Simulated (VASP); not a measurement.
# BaTiO3 (P4mm) in VASP: single point with LDA

Aim: the single point of BaTiO3 with LDA.

Everything below comes from runs of VASP 6.6.1. Logs are shortened: lines on timing, memory, paths and dates and some standing lists are left out, and cuts for length are marked.

## (1) The cell of the first run

Symmetry: P4mm, No. 99, tetragonal system. Conventional cell: a = 4.000 Å, b = 4.000 Å, c = 4.018 Å, α = 90.00°, β = 90.00°, γ = 90.00°. Ba (site symmetry 4mm) has 12 O at 2.79 to 2.88 Å and 8 Ti at 3.45 to 3.49 Å within 3.7 Å. Ti (site symmetry 4mm) has 6 O at 1.89 to 2.13 Å within 2.5 Å. O (site symmetry 4mm) has 2 Ti at 1.89 to 2.13 Å within 2.5 Å. Within 2.9 Å of O (site symmetry 2mm) lie 2 Ti at 2.00 Å and 4 Ba at 2.79 to 2.88 Å and 8 O at 2.83 to 2.84 Å.

## (2) Single point, LDA

Contents of INCAR:

```
SYSTEM = BaTiO3
ALGO = Normal
EDIFF = 1E-6
ENCUT = 910
GGA = CA
GGA_COMPAT = .False.
ISIF = 2
ISMEAR = 0
LASPH = .True.
LCHARG = .False.
LREAL = .False.
LWAVE = .False.
NBANDS = 28
NELM = 120
PREC = Accurate
SIGMA = 0.01
```

Contents of KPOINTS:

```
k-points
0
Gamma
  4 4 4
  0 0 0
```

Contents of POSCAR:

```
BaTiO3
1.0
    3.9998000000      0.0000000000      0.0000000000
    0.0000000000      3.9998000000      0.0000000000
    0.0000000000      0.0000000000      4.0180000000
Ba Ti O
1 1 3
Direct
    0.0000000000      0.0000000000      0.0000000000
    0.5000000000      0.5000000000      0.4900000000
    0.5000000000      0.5000000000      0.0190000000
    0.5000000000      0.0000000000      0.5170000000
    0.0000000000      0.5000000000      0.5170000000
```

Potentials or basis: VASP PAW LDA potentials, release 64 (Ba_sv, Ti_sv, O_h).

Run with:

```
$ cat potpaw_LDA.64/Ba_sv/POTCAR potpaw_LDA.64/Ti_sv/POTCAR potpaw_LDA.64/O_h/POTCAR > POTCAR
$ mpirun -np 1 vasp_std > vasp.out
```

OUTCAR:

```text
SYSTEM = BaTiO3
   EDIFF = 1E-6
   ENCUT = 910
   GGA = CA
   ISIF = 2
   ISMEAR = 0
   LASPH = .True.
   LREAL = .False.
   NELM = 120
   PREC = Accurate

 ion  position               nearest neighbor table
   1  0.000  0.000  0.000-   4 2.79   5 2.79   5 2.79   4 2.79   3 2.83   3 2.83   3 2.83   3 2.83
                             4 2.88   5 2.88   5 2.88   4 2.88   2 3.45   2 3.45   2 3.45   2 3.45
   2  0.500  0.500  0.490-   3 1.89   4 2.00   5 2.00   4 2.00   5 2.00   3 2.13   1 3.45   1 3.45
                             1 3.45   1 3.45   1 3.49   1 3.49   1 3.49   1 3.49
   3  0.500  0.500  0.019-   2 1.89   2 2.13   1 2.83   1 2.83   1 2.83   1 2.83
   4  0.500  0.000  0.517-   2 2.00   2 2.00   1 2.79   1 2.79   1 2.88   1 2.88
   5  0.000  0.500  0.517-   2 2.00   2 2.00   1 2.79   1 2.79   1 2.88   1 2.88

  LATTYP: Found a simple tetragonal cell.
 ALAT       =     3.9998000000
 C/A-ratio  =     1.0045502275

  Lattice vectors:

 A1 = (   3.9998000000,   0.0000000000,   0.0000000000)
 A2 = (   0.0000000000,   3.9998000000,   0.0000000000)
 A3 = (   0.0000000000,   0.0000000000,   4.0180000000)

Analysis of symmetry for initial positions (statically):
=====================================================================
 Subroutine PRICEL returns:
 Original cell was already a primitive cell.

 Routine SETGRP: Setting up the symmetry group for a
 simple tetragonal supercell.

 Subroutine GETGRP returns: Found  8 space group operations
 (whereof  8 operations were pure point group operations)
 out of a pool of 16 trial point group operations.

The static configuration has the point symmetry C_4v.

Analysis of symmetry for dynamics (positions and initial velocities):
=====================================================================
 Subroutine PRICEL returns:
 Original cell was already a primitive cell.

 Routine SETGRP: Setting up the symmetry group for a
 simple tetragonal supercell.

 Subroutine GETGRP returns: Found  8 space group operations
 (whereof  8 operations were pure point group operations)
 out of a pool of 16 trial point group operations.

The dynamic configuration has the point symmetry C_4v.

 Subroutine INISYM returns: Found  8 space group operations
 (whereof  8 operations are pure point group operations),
 and found     1 'primitive' translations

----------------------------------------------------------------------------------------

                                     Primitive cell

  volume of cell :      64.2816

  direct lattice vectors                    reciprocal lattice vectors
     3.999800000  0.000000000  0.000000000     0.250012501  0.000000000  0.000000000
     0.000000000  3.999800000  0.000000000     0.000000000  0.250012501  0.000000000
     0.000000000  0.000000000  4.018000000     0.000000000  0.000000000  0.248880040

  length of vectors
     3.999800000  3.999800000  4.018000000     0.250012501  0.250012501  0.248880040

  position of ions in fractional coordinates (direct lattice)
     0.000000000  0.000000000  0.000000000
     0.500000000  0.500000000  0.490000000
     0.500000000  0.500000000  0.019000000
     0.500000000  0.000000000  0.517000000
     0.000000000  0.500000000  0.517000000

  ion indices of the primitive-cell ions
   primitive index   ion index
                 1           1
                 2           2
                 3           3
                 4           4
                 5           5

----------------------------------------------------------------------------------------

 KPOINTS: k-points

Automatic generation of k-mesh.
 Grid dimensions read from file:
 generate k-points for:    4    4    4

 Generating k-lattice:

  Cartesian coordinates                     Fractional coordinates (reciprocal lattice)
     0.062503125  0.000000000  0.000000000     0.250000000  0.000000000  0.000000000
     0.000000000  0.062503125  0.000000000     0.000000000  0.250000000  0.000000000
     0.000000000  0.000000000  0.062220010     0.000000000  0.000000000  0.250000000

  Length of vectors
     0.062503125  0.062503125  0.062220010

  Shift w.r.t. Gamma in fractional coordinates (k-lattice)
     0.000000000  0.000000000  0.000000000

 Subroutine IBZKPT returns following result:
 ===========================================

 Found     18 irreducible k-points:

 Following reciprocal coordinates:
            Coordinates               Weight
  0.000000  0.000000  0.000000      1.000000
  0.250000  0.000000  0.000000      4.000000
  0.500000  0.000000  0.000000      2.000000
  0.250000  0.250000  0.000000      4.000000
  0.500000  0.250000  0.000000      4.000000
  0.500000  0.500000  0.000000      1.000000
[... 10 lines left out ...]
  0.500000  0.250000  0.500000      4.000000
  0.500000  0.500000  0.500000      1.000000
   k-points           NKPTS =     18   k-points in BZ     NKDIM =     18   number of bands    NBANDS=     28
   number of dos      NEDOS =    301   number of ions     NIONS =      5
   total plane-waves  NPLWV =  64000
   dimension x,y,z NGX =    40 NGY =   40 NGZ =   40
   dimension x,y,z NGXF=    80 NGYF=   80 NGZF=   80
   ions per type =               1   1   3
   NGX,Y,Z   is equivalent  to a cutoff of  16.63, 16.63, 16.55 a.u.
   NGXF,Y,Z  is equivalent  to a cutoff of  33.25, 33.25, 33.10 a.u.
 SYSTEM =  BaTiO3
   PREC   = accura    normal or accurate (medium, high low for compatibility)
   ISTART =      0    job   : 0-new  1-cont  2-samecut
   ICHARG =      2    charge: 1-file 2-atom 10-const
   ISPIN  =      1    spin polarized calculation?
   LNONCOLLINEAR =      F non collinear calculations
   LSORBIT =      F    spin-orbit coupling
   LASPH  =      T    aspherical Exc in radial PAW
   ENCUT  =  910.0 eV  66.88 Ry    8.18 a.u.   9.84  9.84  9.88*2*pi/ulx,y,z
   NELM   =    120;   NELMIN=  2; NELMDL= -5     # of ELM steps
   EDIFF  = 0.1E-05   stopping-criterion for ELM
   LREAL  =      F    real-space projection
   EDIFFG = 0.1E-04   stopping-criterion for IOM
   NSW    =      0    number of steps for IOM
   IBRION =     -1    ionic relax: 0-MD 1-quasi-New 2-CG
   NFREE  =      0    steps in history (QN), initial steepest desc. (CG)
   ISIF   =      2    stress and relaxation
   ISYM   =      2    0-nonsym 1-usesym 2-fastsym
   POTIM  = 0.5000    time-step for ionic-motion
   TEBEG  =    0.0;   TEEND  =   0.0 temperature during run
   PSTRESS=    0.0 pullay stress
   NELECT =      40.0000    total number of electrons
   NUPDOWN=      -1.0000    fix difference up-down
   EMIN   =  10.00;   EMAX   =-10.00  energy-range for DOS
   EFERMI =   0.00;   METHOD = LEGACY
   ISMEAR =     0;   SIGMA  =   0.01  broadening in eV -4-tet -1-fermi 0-gaus
   EFERMI_NEDOS =   21; number of points for ismear=-14 and -15
   IALGO  =     38    algorithm
   IMIX   =      4    mixing-type and parameters
     AMIX     =   0.40;   BMIX     =  1.00
     AMIX_MAG =   1.60;   BMIX_MAG =  1.00
  volume/ion in A,a.u.               =      12.86        86.76
  Fermi-wavevector in a.u.,A,eV,Ry     =   1.397653  2.641181 26.578078  1.953434
  Thomas-Fermi vector in A             =   2.520888
   LORBIT       =      0    0 simple, 1 ext, 2 COOP (PROOUT), +10 PAW based schemes
   GGA     = CA    functional components
   LHFCALC =     F    Hartree Fock is set to
   AEXX    =    0.0000 exact exchange contribution
   IVDW    =     0    specifies the selected vdW correction
   LEPSILON=     F    determine dielectric tensor
   LRPA    =     F    only Hartree local field effects (RPA)
 non-spin polarized calculation
 Gauss-broadening in eV      SIGMA  =   0.01
  energy-cutoff  :      910.00
  volume of cell :       64.28
 maximum number of plane-waves:      4032
 NGX is ok and might be reduce to    40
   NGX = 19   NGY = 19   NGZ = 19

 number of electron      39.9999995 magnetization

 Free energy of the ion-electron system (eV)
  ---------------------------------------------------
  ext. energy  EPLUGINS =         0.00000000
  ---------------------------------------------------
  free energy    TOTEN  =       -44.12846136 eV

  energy without entropy =      -44.12846136  energy(sigma->0) =      -44.12846136

 E-fermi :   4.0219     XC(G=0): -11.7257

 val. band max:        3.8967412100   @ k =   0.5000   0.5000   0.5000
 cond. band min:       5.5746064694   @ k =   0.0000   0.0000   0.0000
 fundamental gap:      1.6778652594
 Fermi energy:         4.0218807746

 k-point     1 :       0.0000    0.0000    0.0000
  band No.  band energies     occupation
      1     -51.9633      2.00000
      2     -28.6055      2.00000
      3     -28.5768      2.00000
      4     -28.5768      2.00000
      5     -20.8024      2.00000
      6     -12.7093      2.00000
[... 20 lines left out ...]
     27       8.7910      0.00000
     28      11.0128      0.00000

 k-point     2 :       0.2500    0.0000    0.0000
  band No.  band energies     occupation
      1     -51.9627      2.00000
      2     -28.6048      2.00000
      3     -28.6035      2.00000
      4     -28.5757      2.00000
      5     -20.7414      2.00000
      6     -12.7993      2.00000
[... 20 lines left out ...]
     27       9.8845      0.00000
     28      12.1901      0.00000

 k-point     3 :       0.5000    0.0000    0.0000
  band No.  band energies     occupation
      1     -51.9622      2.00000
      2     -28.6307      2.00000
      3     -28.6033      2.00000
      4     -28.5746      2.00000
      5     -20.6787      2.00000
      6     -12.9704      2.00000
[... 20 lines left out ...]
     27      11.3387      0.00000
     28      12.0182      0.00000

 k-point     4 :       0.2500    0.2500    0.0000
  band No.  band energies     occupation
      1     -51.9622      2.00000
      2     -28.6040      2.00000
      3     -28.6022      2.00000
      4     -28.6019      2.00000
      5     -20.6911      2.00000
      6     -12.7009      2.00000
[... 392 lines left out ...]
     27      12.0028      0.00000
     28      12.1481      0.00000

 k-point    17 :       0.5000    0.2500    0.5000
  band No.  band energies     occupation
      1     -51.9607      2.00000
      2     -28.6522      2.00000
      3     -28.6258      2.00000
      4     -28.5986      2.00000
      5     -20.5682      2.00000
      6     -12.0457      2.00000
[... 20 lines left out ...]
     27      11.8669      0.00000
     28      12.0713      0.00000

 k-point    18 :       0.5000    0.5000    0.5000
  band No.  band energies     occupation
      1     -51.9602      2.00000
      2     -28.6508      2.00000
      3     -28.6244      2.00000
      4     -28.6244      2.00000
      5     -20.5327      2.00000
      6     -11.8229      2.00000
[... 20 lines left out ...]
     27      11.5377      0.00000
     28      11.7171      0.00000

------------------------ aborting loop because EDIFF is reached ----------------------------------------

  FORCE on cell =-STRESS in cart. coord.  units (eV):
  Direction    XX          YY          ZZ          XY          YZ          ZX
  --------------------------------------------------------------------------------------
  -------------------------------------------------------------------------------------
  Total       -2.8612676     -2.8612676     -2.4561108      0.0000000      0.0000000      0.0000000
  in kB      -71.3152767    -71.3152767    -61.2170024      0.0000000      0.0000000      0.0000000
  external PRESSURE =     -67.9491853 kB  Pullay stress =       0.0000000 kB

 VOLUME and BASIS-vectors are now :
 -----------------------------------------------------------------------------
  energy-cutoff  :      910.00
  volume of cell :       64.28
      direct lattice vectors                 reciprocal lattice vectors
     3.999800000  0.000000000  0.000000000     0.250012501  0.000000000  0.000000000
     0.000000000  3.999800000  0.000000000     0.000000000  0.250012501  0.000000000
     0.000000000  0.000000000  4.018000000     0.000000000  0.000000000  0.248880040

 POSITION                                       TOTAL-FORCE (eV/Angst)
 -----------------------------------------------------------------------------------
      0.00000      0.00000      0.00000         0.000000      0.000000      0.036100
      1.99990      1.99990      1.96882         0.000000      0.000000     -0.259751
      1.99990      1.99990      0.07634         0.000000     -0.000000      0.412232
      1.99990      0.00000      2.07731         0.000000      0.000000     -0.094290
      0.00000      1.99990      2.07731         0.000000      0.000000     -0.094290
 -----------------------------------------------------------------------------------
    total drift:                                0.000000      0.000000      0.001581

  FREE ENERGIE OF THE ION-ELECTRON SYSTEM (eV)
  ---------------------------------------------------
  free  energy   TOTEN  =       -44.1284613604 eV

  energy  without entropy=      -44.1284613604  energy(sigma->0) =      -44.12846136
```

It took 42 s on 1 thread of Intel Xeon 6975P-C (Granite Rapids), shared host; peak memory 0.24 GiB.

Results:

- Free energy: -44.1285 eV
- Pressure: -6.8 GPa
- Largest force: 0.412 eV/Å
- Band gap on the k mesh: 1.68 eV (least direct gap 1.97 eV)

Forces in eV/Å, atoms in the order of the input:
```
Ba   0.000  0.000  0.036
Ti   0.000  0.000 -0.260
O    0.000  0.000  0.412
O    0.000  0.000 -0.094
O    0.000  0.000 -0.094
```

Levels at points of the mesh, in eV from the valence-band top:
```tsv
k point	band 18	band 19	band 20	band 21	band 22	band 23
(0.00, 0.00, 0.00)	-0.29	-0.29	-0.29	1.68	1.90	1.90
(0.50, 0.00, 0.00)	-1.76	-0.95	-0.84	2.04	3.45	3.49
(0.50, 0.50, 0.00)	-0.97	-0.97	-0.09	3.50	3.50	3.88
(0.00, 0.00, 0.50)	-1.97	-0.71	-0.71	1.84	3.51	3.51
(0.50, 0.00, 0.50)	-0.90	-0.89	-0.17	3.47	3.52	3.87
(0.50, 0.50, 0.50)	-0.08	-0.08	0.00	4.13	4.13	4.13
```

Caveat: the cell stands under tension; spin-orbit coupling is left out, which moves the levels of the heavy elements.
